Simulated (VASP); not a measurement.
# ZnO (P6_3mc) in VASP: a series of runs

Aim: see how the results for ZnO move with the level of theory and the settings. Levels: PBE, r2SCAN. Tasks: single point.

Everything below comes from runs of VASP 6.6.1. Logs are shortened: lines on timing, memory, paths and dates and some standing lists are left out, and cuts for length are marked.

## Step 1: The cell of the first run

Symmetry: P6_3mc, No. 186, hexagonal system. The conventional cell has a = 3.235 Å, b = 3.235 Å, c = 5.143 Å, α = 90.00°, β = 90.00°, γ = 120.00°. Zn (site symmetry 3m) has 4 O at 1.96 to 1.97 Å within 2.6 Å. O (site symmetry 3m) has 4 Zn at 1.96 to 1.97 Å within 2.6 Å.

## Step 2: Single point, PBE (uniaxial z strain -1.3%)

Contents of INCAR:

```
ALGO = Normal
EDIFF = 1E-6
ENCUT = 520
GGA = PE
ISIF = 2
ISMEAR = -1
LASPH = True
LCHARG = False
LREAL = False
LWAVE = False
NBANDS = 26
NELM = 100
PREC = Accurate
SIGMA = 0.02
```

Contents of KPOINTS:

```
k-points
0
Gamma
  12 12 6
```

Contents of POSCAR:

```
ZnO
1.0
    3.2353408661      0.0000000001      0.0000000000
   -1.6176704331      2.8018873799      0.0000000000
    0.0000000000      0.0000000000      5.1426883557
Zn O
2 2
Direct
    0.3333333333      0.6666666667     -0.0041254346
    0.6666666667      0.3333333333      0.4958745654
    0.3333333333      0.6666666667      0.3791254346
    0.6666666667      0.3333333333      0.8791254346
```

Potentials or basis: VASP PAW PBE potentials, release 64 (Zn, O).

On the command line:

```
cat potpaw_PBE.64/Zn/POTCAR potpaw_PBE.64/O/POTCAR > POTCAR
mpirun -np 1 vasp_std > vasp.out
```

OUTCAR:

```text
EDIFF = 1E-6
   ENCUT = 520
   GGA = PE
   ISIF = 2
   ISMEAR = -1
   LASPH = True
   LREAL = False
   NELM = 100
   PREC = Accurate

 ion  position               nearest neighbor table
   1  0.333  0.667  0.996-   4 1.96   4 1.96   4 1.96   3 1.97
   2  0.667  0.333  0.496-   3 1.96   3 1.96   3 1.96   4 1.97
   3  0.333  0.667  0.379-   2 1.96   2 1.96   2 1.96   1 1.97
   4  0.667  0.333  0.879-   1 1.96   1 1.96   1 1.96   2 1.97

  LATTYP: Found a hexagonal cell.
 ALAT       =     3.2353408661
 C/A-ratio  =     1.5895352510

  Lattice vectors:

 A1 = (   3.2353408661,   0.0000000001,   0.0000000000)
 A2 = (  -1.6176704331,   2.8018873799,   0.0000000000)
 A3 = (   0.0000000000,   0.0000000000,   5.1426883557)

Analysis of symmetry for initial positions (statically):
=====================================================================
 Subroutine PRICEL returns:
 Original cell was already a primitive cell.

 Routine SETGRP: Setting up the symmetry group for a
 hexagonal supercell.

 Subroutine GETGRP returns: Found 12 space group operations
 (whereof  6 operations were pure point group operations)
 out of a pool of 24 trial point group operations.

The static configuration has the point symmetry C_3v.
 The point group associated with its full space group is C_6v.

Analysis of symmetry for dynamics (positions and initial velocities):
=====================================================================
 Subroutine PRICEL returns:
 Original cell was already a primitive cell.

 Routine SETGRP: Setting up the symmetry group for a
 hexagonal supercell.

 Subroutine GETGRP returns: Found 12 space group operations
 (whereof  6 operations were pure point group operations)
 out of a pool of 24 trial point group operations.

The dynamic configuration has the point symmetry C_3v.
 The point group associated with its full space group is C_6v.

 Subroutine INISYM returns: Found 12 space group operations
 (whereof  6 operations are pure point group operations),
 and found     1 'primitive' translations

----------------------------------------------------------------------------------------

                                     Primitive cell

  volume of cell :      46.6188

  direct lattice vectors                    reciprocal lattice vectors
     3.235340866  0.000000000  0.000000000     0.309086443  0.178451141  0.000000000
    -1.617670433  2.801887380  0.000000000    -0.000000000  0.356902282  0.000000000
     0.000000000  0.000000000  5.142688356     0.000000000  0.000000000  0.194450826

  length of vectors
     3.235340866  3.235340866  5.142688356     0.356902282  0.356902282  0.194450826

  position of ions in fractional coordinates (direct lattice)
     0.333333333  0.666666667  0.995874565
     0.666666667  0.333333333  0.495874565
     0.333333333  0.666666667  0.379125435
     0.666666667  0.333333333  0.879125435

  ion indices of the primitive-cell ions
   primitive index   ion index
                 1           1
                 2           2
                 3           3
                 4           4

----------------------------------------------------------------------------------------

 KPOINTS: k-points

Automatic generation of k-mesh.
 Grid dimensions read from file:
 generate k-points for:   12   12    6

 Generating k-lattice:

  Cartesian coordinates                     Fractional coordinates (reciprocal lattice)
     0.025757204  0.014870928  0.000000000     0.083333333 -0.000000000  0.000000000
    -0.000000000  0.029741857  0.000000000    -0.000000000  0.083333333  0.000000000
     0.000000000  0.000000000  0.032408471     0.000000000  0.000000000  0.166666667

  Length of vectors
     0.029741857  0.029741857  0.032408471

  Shift w.r.t. Gamma in fractional coordinates (k-lattice)
     0.000000000  0.000000000  0.000000000

 Subroutine IBZKPT returns following result:
 ===========================================

 Found     76 irreducible k-points:

 Following reciprocal coordinates:
            Coordinates               Weight
  0.000000  0.000000  0.000000      1.000000
  0.083333  0.000000  0.000000      6.000000
  0.166667  0.000000  0.000000      6.000000
  0.250000  0.000000  0.000000      6.000000
  0.333333  0.000000  0.000000      6.000000
  0.416667  0.000000  0.000000      6.000000
[... 16 lines left out ...]
  0.250000  0.000000  0.166667     12.000000
  0.333333  0.000000  0.166667     12.000000
 [... further k-points ...]
   k-points           NKPTS =     76   k-points in BZ     NKDIM =     76   number of bands    NBANDS=     26
   number of dos      NEDOS =    301   number of ions     NIONS =      4
   total plane-waves  NPLWV =  23040
   dimension x,y,z NGX =    24 NGY =   24 NGZ =   40
   dimension x,y,z NGXF=    48 NGYF=   48 NGZF=   80
   ions per type =               2   2
   NGX,Y,Z   is equivalent  to a cutoff of  12.33, 12.33, 12.93 a.u.
   NGXF,Y,Z  is equivalent  to a cutoff of  24.66, 24.66, 25.86 a.u.
 SYSTEM =  unknown system
   PREC   = accura    normal or accurate (medium, high low for compatibility)
   ISTART =      0    job   : 0-new  1-cont  2-samecut
   ICHARG =      2    charge: 1-file 2-atom 10-const
   ISPIN  =      1    spin polarized calculation?
   LNONCOLLINEAR =      F non collinear calculations
   LSORBIT =      F    spin-orbit coupling
   LASPH  =      T    aspherical Exc in radial PAW
   ENCUT  =  520.0 eV  38.22 Ry    6.18 a.u.   6.02  6.02  9.56*2*pi/ulx,y,z
   NELM   =    100;   NELMIN=  2; NELMDL= -5     # of ELM steps
   EDIFF  = 0.1E-05   stopping-criterion for ELM
   LREAL  =      F    real-space projection
   EDIFFG = 0.1E-04   stopping-criterion for IOM
   NSW    =      0    number of steps for IOM
   IBRION =     -1    ionic relax: 0-MD 1-quasi-New 2-CG
   NFREE  =      0    steps in history (QN), initial steepest desc. (CG)
   ISIF   =      2    stress and relaxation
   ISYM   =      2    0-nonsym 1-usesym 2-fastsym
   POTIM  = 0.5000    time-step for ionic-motion
   TEBEG  =    0.0;   TEEND  =   0.0 temperature during run
   PSTRESS=    0.0 pullay stress
   NELECT =      36.0000    total number of electrons
   NUPDOWN=      -1.0000    fix difference up-down
   EMIN   =  10.00;   EMAX   =-10.00  energy-range for DOS
   EFERMI =   0.00;   METHOD = LEGACY
   ISMEAR =    -1;   SIGMA  =   0.02  broadening in eV -4-tet -1-fermi 0-gaus
   EFERMI_NEDOS =   21; number of points for ismear=-14 and -15
   IALGO  =     38    algorithm
   IMIX   =      4    mixing-type and parameters
     AMIX     =   0.40;   BMIX     =  1.00
     AMIX_MAG =   1.60;   BMIX_MAG =  1.00
  volume/ion in A,a.u.               =      11.65        78.65
  Fermi-wavevector in a.u.,A,eV,Ry     =   1.501950  2.838273 30.692737  2.255853
  Thomas-Fermi vector in A             =   2.613254
   LORBIT       =      0    0 simple, 1 ext, 2 COOP (PROOUT), +10 PAW based schemes
   GGA     = PE    functional components
   LHFCALC =     F    Hartree Fock is set to
   AEXX    =    0.0000 exact exchange contribution
   IVDW    =     0    specifies the selected vdW correction
   LEPSILON=     F    determine dielectric tensor
   LRPA    =     F    only Hartree local field effects (RPA)
 non-spin polarized calculation
  energy-cutoff  :      520.00
  volume of cell :       46.62
 maximum number of plane-waves:      1284
   NGX = 13   NGY = 13   NGZ = 19

 number of electron      36.0000050 magnetization

 Free energy of the ion-electron system (eV)
  ---------------------------------------------------
  ext. energy  EPLUGINS =         0.00000000
  ---------------------------------------------------
  free energy    TOTEN  =       -17.77428619 eV

  energy without entropy =      -17.77428619  energy(sigma->0) =      -17.77428619

 E-fermi :   1.8407     XC(G=0): -11.0226

 val. band max:        1.3914044604   @ k =   0.0000   0.0000   0.0000
 cond. band min:       2.2200387801   @ k =   0.0000   0.0000   0.0000
 fundamental gap:      0.8286343197
 Fermi energy:         1.8406989014

 k-point     1 :       0.0000    0.0000    0.0000
  band No.  band energies     occupation
      1     -16.8659      2.00000
      2     -16.0927      2.00000
      3      -4.4142      2.00000
      4      -4.4142      2.00000
      5      -4.3536      2.00000
      6      -4.3076      2.00000
[... 18 lines left out ...]
     25      15.5895      0.00000
     26      15.7735      0.00000

 k-point     2 :       0.0833    0.0000    0.0000
  band No.  band energies     occupation
      1     -16.8263      2.00000
      2     -16.0757      2.00000
      3      -4.4625      2.00000
      4      -4.3900      2.00000
      5      -4.3025      2.00000
      6      -4.2835      2.00000
[... 18 lines left out ...]
     25      15.6970      0.00000
     26      15.8818      0.00000

 k-point     3 :       0.1667    0.0000    0.0000
  band No.  band energies     occupation
      1     -16.7147      2.00000
      2     -16.0305      2.00000
      3      -4.5742      2.00000
      4      -4.3255      2.00000
      5      -4.2860      2.00000
      6      -4.2093      2.00000
[... 18 lines left out ...]
     25      15.6370      0.00000
     26      15.8353      0.00000

 k-point     4 :       0.2500    0.0000    0.0000
  band No.  band energies     occupation
      1     -16.5525      2.00000
      2     -15.9740      2.00000
      3      -4.6861      2.00000
      4      -4.3247      2.00000
      5      -4.2450      2.00000
      6      -4.1029      2.00000
[... 18 lines left out ...]
     25      14.8299      0.00000
     26      15.7190      0.00000

 k-point     5 :       0.3333    0.0000    0.0000
  band No.  band energies     occupation
      1     -16.3732      2.00000
      2     -15.9290      2.00000
      3      -4.7387      2.00000
      4      -4.3721      2.00000
      5      -4.1777      2.00000
      6      -3.9736      2.00000
[... 18 lines left out ...]
     25      14.9445      0.00000
     26      15.5950      0.00000

 k-point     6 :       0.4167    0.0000    0.0000
  band No.  band energies     occupation
      1     -16.2208      2.00000
      2     -15.9132      2.00000
      3      -4.7069      2.00000
      4      -4.4333      2.00000
      5      -4.1388      2.00000
      6      -3.8446      2.00000
[... 427 lines left out ...]
 k-point    21 :       0.0833    0.0000    0.1667
  band No.  band energies     occupation
      1     -16.7783      2.00000
      2     -16.1281      2.00000
      3      -4.4862      2.00000
      4      -4.4412      2.00000
      5      -4.3835      2.00000
      6      -4.3147      2.00000
[... 18 lines left out ...]
     25      14.9533      0.00000
     26      15.4678      0.00000

 k-point    22 :       0.1667    0.0000    0.1667
  band No.  band energies     occupation
      1     -16.6703      2.00000
      2     -16.0775      2.00000
      3      -4.6051      2.00000
      4      -4.4241      2.00000
      5      -4.3169      2.00000
      6      -4.2354      2.00000
[... 18 lines left out ...]
     25      14.8103      0.00000
     26      15.5985      0.00000

 k-point    23 :       0.2500    0.0000    0.1667
  band No.  band energies     occupation
      1     -16.5139      2.00000
      2     -16.0126      2.00000
      3      -4.7183      2.00000
      4      -4.4444      2.00000
      5      -4.2319      2.00000
      6      -4.1306      2.00000
[... 18 lines left out ...]
     25      14.8251      0.00000
     26      15.5677      0.00000

 k-point    24 :       0.3333    0.0000    0.1667
  band No.  band energies     occupation
      1     -16.3422      2.00000
      2     -15.9572      2.00000
      3      -4.7748      2.00000
      4      -4.4844      2.00000
      5      -4.1583      2.00000
      6      -4.0066      2.00000
[... 18 lines left out ...]
     25      14.9510      0.00000
     26      15.5182      0.00000

 [... further k-points ...]

------------------------ aborting loop because EDIFF is reached ----------------------------------------

  FORCE on cell =-STRESS in cart. coord.  units (eV):
  Direction    XX          YY          ZZ          XY          YZ          ZX
  --------------------------------------------------------------------------------------
  -------------------------------------------------------------------------------------
  Total        2.5811523      2.5811523      2.9857585      0.0000000     -0.0000000     -0.0000000
  in kB       88.7081036     88.7081036    102.6134589      0.0000000     -0.0000000     -0.0000000
  external PRESSURE =      93.3432220 kB  Pullay stress =       0.0000000 kB

 VOLUME and BASIS-vectors are now :
 -----------------------------------------------------------------------------
  energy-cutoff  :      520.00
  volume of cell :       46.62
      direct lattice vectors                 reciprocal lattice vectors
     3.235340866  0.000000000  0.000000000     0.309086443  0.178451141  0.000000000
    -1.617670433  2.801887380  0.000000000    -0.000000000  0.356902282  0.000000000
     0.000000000  0.000000000  5.142688356     0.000000000  0.000000000  0.194450826

 POSITION                                       TOTAL-FORCE (eV/Angst)
 -----------------------------------------------------------------------------------
     -0.00000      1.86792      5.12147         0.000000      0.000000     -0.005252
      1.61767      0.93396      2.55013        -0.000000     -0.000000     -0.005252
     -0.00000      1.86792      1.94972        -0.000000     -0.000000      0.005252
      1.61767      0.93396      4.52107         0.000000      0.000000      0.005252
 -----------------------------------------------------------------------------------
    total drift:                                0.000001      0.000002     -0.003207

  FREE ENERGIE OF THE ION-ELECTRON SYSTEM (eV)
  ---------------------------------------------------
  free  energy   TOTEN  =       -17.7742861941 eV

  energy  without entropy=      -17.7742861940  energy(sigma->0) =      -17.77428619
```

Run time: 42 s. Hardware: 1 thread of Intel Xeon Platinum 8375C at 2.90GHz (Ice Lake), shared host; peak memory 0.21 GiB.

What came out:

- Free energy: -17.7743 eV
- Pressure: 9.3 GPa
- Largest force: 0.005 eV/Å
- Band gap on the k mesh: 0.83 eV, direct

Forces on the atoms (eV/Å):
```
Zn   0.000  0.000 -0.005
Zn   0.000  0.000 -0.005
O    0.000  0.000  0.005
O    0.000  0.000  0.005
```

Stress tensor (GPa, compression positive):
```
 8.87  0.00  0.00
 0.00  8.87  0.00
 0.00  0.00 10.26
```

Caveat: the cell differs from its parent crystal (uniaxial z strain -1.3%).

## Step 3: Single point, r2SCAN (uniaxial z strain -1.3%)

POSCAR is that of step 2.

Contents of INCAR.step1:

```
SYSTEM = ZnO
ALGO = Normal
EDIFF = 1E-4
ENCUT = 520
GGA = PE
ISMEAR = 0
LASPH = .True.
LCHARG = .False.
LREAL = .False.
LWAVE = .True.
NBANDS = 26
NELM = 60
PREC = Accurate
SIGMA = 0.01
```

Contents of INCAR.step2:

```
SYSTEM = ZnO
ALGO = Normal
EDIFF = 1E-6
ENCUT = 520
ISIF = 2
ISMEAR = 0
ISTART = 1
LASPH = .True.
LCHARG = .False.
LMIXTAU = .True.
LREAL = .False.
LWAVE = .False.
METAGGA = R2SCAN
NBANDS = 26
NELM = 60
PREC = Accurate
SIGMA = 0.01
```

Contents of KPOINTS:

```
k-points
0
Gamma
  12 12 6
  0 0 0
```

Potentials or basis: VASP PAW PBE potentials, release 64 (Zn, O).

On the command line:

```
cat potpaw_PBE.64/Zn/POTCAR potpaw_PBE.64/O/POTCAR > POTCAR
cp INCAR.step1 INCAR
mpirun -np 1 vasp_std > vasp.out
cp INCAR.step2 INCAR
mpirun -np 1 vasp_std > vasp.out
```

OUTCAR:

```text
SYSTEM = ZnO
   EDIFF = 1E-6
   ENCUT = 520
   ISIF = 2
   ISMEAR = 0
   ISTART = 1
   LASPH = .True.
   LREAL = .False.
   METAGGA = R2SCAN
   NELM = 60
   PREC = Accurate

 ion  position               nearest neighbor table
   1  0.333  0.667  0.996-   4 1.96   4 1.96   4 1.96   3 1.97
   2  0.667  0.333  0.496-   3 1.96   3 1.96   3 1.96   4 1.97
   3  0.333  0.667  0.379-   2 1.96   2 1.96   2 1.96   1 1.97
   4  0.667  0.333  0.879-   1 1.96   1 1.96   1 1.96   2 1.97

  LATTYP: Found a hexagonal cell.
 ALAT       =     3.2353408661
 C/A-ratio  =     1.5895352510

  Lattice vectors:

 A1 = (   3.2353408661,   0.0000000001,   0.0000000000)
 A2 = (  -1.6176704331,   2.8018873799,   0.0000000000)
 A3 = (   0.0000000000,   0.0000000000,   5.1426883557)

Analysis of symmetry for initial positions (statically):
=====================================================================
 Subroutine PRICEL returns:
 Original cell was already a primitive cell.

 Routine SETGRP: Setting up the symmetry group for a
 hexagonal supercell.
[... 170 lines left out ...]

  energy without entropy =      -36.30758049  energy(sigma->0) =      -36.30758049

 E-fermi :   1.1563     XC(G=0): -11.7833

 val. band max:        1.0348708955   @ k =   0.0000   0.0000   0.0000
 cond. band min:       2.3045422448   @ k =   0.0000   0.0000   0.0000
 fundamental gap:      1.2696713493
 Fermi energy:         1.1563192033

 k-point     1 :       0.0000    0.0000    0.0000
  band No.  band energies     occupation
      1     -18.2136      2.00000
      2     -17.4793      2.00000
      3      -4.8934      2.00000
      4      -4.8934      2.00000
      5      -4.7828      2.00000
      6      -4.7687      2.00000
[... 685 lines left out ...]
     25      15.4111      0.00000
     26      16.0447      0.00000

 [... further k-points ...]

------------------------ aborting loop because EDIFF is reached ----------------------------------------

  FORCE on cell =-STRESS in cart. coord.  units (eV):
  Direction    XX          YY          ZZ          XY          YZ          ZX
  --------------------------------------------------------------------------------------
  -------------------------------------------------------------------------------------
  Total        0.7640322      0.7640322      1.1842048      0.0000000      0.0000000      0.0000000
  in kB       26.2579814     26.2579814     40.6983190      0.0000000      0.0000000      0.0000000
  external PRESSURE =      31.0714273 kB  Pullay stress =       0.0000000 kB

 VOLUME and BASIS-vectors are now :
 -----------------------------------------------------------------------------
  energy-cutoff  :      520.00
  volume of cell :       46.62
      direct lattice vectors                 reciprocal lattice vectors
     3.235340866  0.000000000  0.000000000     0.309086443  0.178451141  0.000000000
    -1.617670433  2.801887380  0.000000000    -0.000000000  0.356902282  0.000000000
     0.000000000  0.000000000  5.142688356     0.000000000  0.000000000  0.194450826

 POSITION                                       TOTAL-FORCE (eV/Angst)
 -----------------------------------------------------------------------------------
     -0.00000      1.86792      5.12147         0.000000      0.000000      0.001061
      1.61767      0.93396      2.55013        -0.000000     -0.000000      0.001061
     -0.00000      1.86792      1.94972         0.000000     -0.000000     -0.001061
      1.61767      0.93396      4.52107         0.000000     -0.000000     -0.001061
 -----------------------------------------------------------------------------------
    total drift:                                0.000001      0.000002     -0.000028

  FREE ENERGIE OF THE ION-ELECTRON SYSTEM (eV)
  ---------------------------------------------------
  free  energy   TOTEN  =       -36.3075804922 eV

  energy  without entropy=      -36.3075804922  energy(sigma->0) =      -36.30758049
```

Wall time 2.3 min (1 thread of Intel Xeon Platinum 8375C at 2.90GHz (Ice Lake), shared host); peak memory 0.22 GiB.

Results:

```yaml
Free_energy: -36.3076 eV
Pressure: 3.1 GPa
Band_gap_on_the_k_mesh: 1.27 eV, direct
```

Caveat: the cell differs from its parent crystal (uniaxial z strain -1.3%); the PAW data sets were made with another functional, which shifts forces and pressure a little.
